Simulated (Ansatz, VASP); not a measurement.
**Two plane-wave programs on InSb**

```xyz
2
Lattice="0.0000 3.0422 3.0422 3.0422 0.0000 3.0422 3.0422 3.0422 0.0000" Properties=species:S:1:pos:R:3 pbc="T T T"
In    0.0000    0.0000    0.0000
Sb    3.0422    3.0422    3.0422
```

Alike in both runs: task single point; functional HSE06; k mesh 4 × 4 × 4; occupations fermi-dirac, width 0.02 eV; no spin polarisation.

|  | VASP | Ansatz |
| --- | --- | --- |
| version | VASP 6.6.1 | Ansatz 0.2.0 |
| potentials or method | VASP PAW PBE potentials, release 64 (In_d, Sb) | plane waves, PAW |
| plane-wave cutoff (eV) | 520 | 420 |
| valence electrons in the cell | 18 | 28 |

```csv
,VASP,Ansatz,Ansatz less VASP
pressure (GPa),-0.1,0.8,+0.94
```

The functional is the same, so the differences come from potentials, cutoffs and numerics. VASP's potentials hold 18 valence electrons a cell and Ansatz's 28, so a difference there can come from the potentials and not from the codes. Ansatz's warnings: filled band counts differ across k points, stress exchange threshold loose, stress scf threshold loose.

The k mesh is coarse, so the values compare programs but aren't converged. Neither program's run includes spin-orbit coupling.
